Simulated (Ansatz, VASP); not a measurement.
One calculation of Ti, two programs

```
CELL_PARAMETERS angstrom
0.00000 2.05768 2.05768
2.05768 0.00000 2.05768
2.05768 2.05768 0.00000
ATOMIC_POSITIONS crystal
Ti 0.00000 0.00000 0.00000
```

Alike in both runs: functional PBE; k mesh 17 × 17 × 17; occupations fermi-dirac, width 0.1 eV; no spin polarisation.

Ansatz relaxed the structure, and its values are those at the end. VASP's run is a single point on that final structure, the one shown.

```csv
,VASP,Ansatz
version,VASP 6.6.1,Ansatz 0.2.0
potentials or method,"VASP PAW PBE potentials, release 64 (Ti_sv)","PAW with Ansatz's default frozen-core files, scalar-relativistic"
plane-wave cutoff (eV),520,420
valence electrons in the cell,12,12
```

|  | VASP | Ansatz | Ansatz less VASP |
| --- | --- | --- | --- |
| pressure (GPa) | -0.3 | 0.0 | +0.26 |
